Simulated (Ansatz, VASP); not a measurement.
LiF: VASP beside Ansatz

```
Li F
1.0
     2.88557    0.00000    0.00000
    -1.44279    2.49898    0.00000
     0.00000    0.00000    4.97288
Li F
2 2
Direct
  0.00000 0.00000 0.00000
  0.00000 0.00000 0.50000
  0.33333 0.66667 0.25000
  0.66667 0.33333 0.75000
```

Alike in both runs: task single point; functional PBE; k mesh 9 × 9 × 4; no spin polarisation.

|  | VASP | Ansatz |
| --- | --- | --- |
| version | VASP 6.6.1 | Ansatz 0.2.0 |
| potentials or method | VASP PAW PBE potentials, release 64 (Li_sv, F) | plane waves, PAW |
| plane-wave cutoff (eV) | 520 | 420 |
| occupations | gaussian, width 0.01 eV | fixed |
| valence electrons in the cell | 20 | 20 |

|  | VASP | Ansatz | Ansatz less VASP |
| --- | --- | --- | --- |
| gap on the k mesh at the Fermi level (eV) | 8.24 | 8.24 | +0.001 |

Noted on VASP's run: the cutoff is short for stress, so the pressure is rough.
